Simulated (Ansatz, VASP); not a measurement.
# One calculation of WSe2, two programs

```
W Se
1.0
     3.27938    0.00000    0.00000
    -1.63969    2.84003    0.00000
     0.00000    0.00000   12.78967
W Se
2 4
Direct
  0.33333 0.66667 0.25000
  0.66667 0.33333 0.75000
  0.33333 0.66667 0.61830
  0.66667 0.33333 0.11830
  0.33333 0.66667 0.88170
  0.66667 0.33333 0.38170
```

Alike in both runs: functional PBE; dispersion D3(BJ); k mesh 9 × 9 × 2; occupations gaussian, width 0.02 eV; no spin polarisation.

Ansatz relaxed the structure, and its values are those at the end. VASP's run is a single point on that final structure, the one shown.

```csv
,VASP,Ansatz
version,VASP 6.6.1,Ansatz 0.2.0
potentials or method,"VASP PAW PBE potentials, release 64 (W_sv, Se), cutoff 520 eV","scalar-relativistic, all-electron LAPW"
```

Ansatz gave:

- gap on the k mesh at the Fermi level (eV): 1.00
- least direct gap on the mesh (eV): 1.57
- pressure (GPa): 0.0
- rms of the force components (eV/Å): 0.000

Problem. Estimate VASP's values.

Solution. gap on the k mesh at the Fermi level (eV): 0.99; least direct gap on the mesh (eV): 1.56; pressure (GPa): 0.3; rms of the force components (eV/Å): 0.021.

Ansatz ran all-electron here, and VASP with PAW potentials.

Spin-orbit coupling is off throughout.
